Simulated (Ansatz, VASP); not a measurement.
## Two plane-wave programs on Si3N4

POSCAR

```
Si3N4
1.0
    0.0000000000      3.8382500000      3.8382500000
    3.8382500000      0.0000000000      3.8382500000
    3.8382500000      3.8382500000      0.0000000000
Si N
6 8
Direct
    0.1250000000      0.1250000000      0.1250000000
    0.6250000000      0.1250000000      0.1250000000
    0.1250000000      0.1250000000      0.6250000000
    0.1250000000      0.6250000000      0.1250000000
    0.5000000000      0.5000000000      0.5000000000
    0.7500000000      0.7500000000      0.7500000000
    0.8822201174      0.8822201174      0.8822201174
    0.8966603523      0.3677798826      0.3677798826
    0.8822201174      0.8822201174      0.3533396477
    0.3677798826      0.8966603523      0.3677798826
    0.3533396477      0.8822201174      0.8822201174
    0.3677798826      0.3677798826      0.3677798826
    0.8822201174      0.3533396477      0.8822201174
    0.3677798826      0.3677798826      0.8966603523
```

The input INCAR.step1:

```
SYSTEM = Si3N4
ALGO = Normal ; EDIFF = 1E-4
ENCUT = 520 ; GGA = PE
ISMEAR = -1 ; LASPH = .True.
LCHARG = .False. ; LREAL = .False.
LWAVE = .True. ; NBANDS = 45
NELM = 100 ; PREC = Accurate
SIGMA = 0.02
```

Contents of INCAR.step2:

```
SYSTEM = Si3N4
ALGO = Normal ; EDIFF = 1E-8
ENCUT = 520 ; ISIF = 2
ISMEAR = -1 ; ISTART = 1
LASPH = .True. ; LCHARG = .False.
LEFG = .True. ; LMIXTAU = .True.
LREAL = .False. ; LWAVE = .False.
METAGGA = R2SCAN ; NBANDS = 45
NELM = 100 ; PREC = Accurate
SIGMA = 0.02
```

Contents of KPOINTS:

```
k-points
0
Gamma
  6 6 6
  0 0 0
```

Input for Ansatz:

```yaml
crystal:
  lattice:
    - [0.0, 3.83825, 3.83825]
    - [3.83825, 0.0, 3.83825]
    - [3.83825, 3.83825, 0.0]
  atoms:
    - { symbol: Si, position: [0.125, 0.125, 0.125] }
    - { symbol: Si, position: [0.625, 0.125, 0.125] }
    - { symbol: Si, position: [0.125, 0.125, 0.625] }
    - { symbol: Si, position: [0.125, 0.625, 0.125] }
    - { symbol: Si, position: [0.5, 0.5, 0.5] }
    - { symbol: Si, position: [0.75, 0.75, 0.75] }
    - { symbol: "N", position: [0.8822201174, 0.8822201174, 0.8822201174] }
    - { symbol: "N", position: [0.8966603523, 0.3677798826, 0.3677798826] }
    - { symbol: "N", position: [0.8822201174, 0.8822201174, 0.3533396477] }
    - { symbol: "N", position: [0.3677798826, 0.8966603523, 0.3677798826] }
    - { symbol: "N", position: [0.3533396477, 0.8822201174, 0.8822201174] }
    - { symbol: "N", position: [0.3677798826, 0.3677798826, 0.3677798826] }
    - { symbol: "N", position: [0.8822201174, 0.3533396477, 0.8822201174] }
    - { symbol: "N", position: [0.3677798826, 0.3677798826, 0.8966603523] }
kpoints:
  mp_grid: { grid: [6, 6, 6] }
scf:
  occupations: { method: fermi_dirac, width: 0.02 }
hamiltonian:
  xc: r2scan
  pseudopotentials: { kind: paw }
output:
  forces: true
  stress: true
  populations: true
  efg:
    quadrupole_moments_barn: { "N": 0.02044 }
    contact_densities: true
```

Alike in both runs: task electric field gradients; functional r2SCAN; k mesh 6 × 6 × 6; occupations fermi-dirac, width 0.02 eV; no spin polarisation.

|  | VASP | Ansatz |
| --- | --- | --- |
| version | VASP 6.6.1 | Ansatz 0.2.0 |
| potentials or method | VASP PAW PBE potentials, release 64 (Si, N) | plane-wave PAW, scalar-relativistic |
| plane-wave cutoff (eV) | 520 | 500 |
| valence electrons in the cell | 64 | 64 |

|  | VASP | Ansatz | Ansatz less VASP |
| --- | --- | --- | --- |
| gap on the k mesh at the Fermi level (eV) | 4.12 | 4.12 | +0.002 |
| pressure (GPa) | 7.1 | 7.0 | -0.13 |
| rms of the force components (eV/Å) | 0.019 | 0.029 | +0.0096 |
| size of Vzz on the site where it differs most (V/Å²) | 0.4 | 2.9 | +2.52 |

VASP's potentials were made for PBE, not for r2SCAN. Atom by atom the forces differ by 0.010 eV/Å (rms over components).
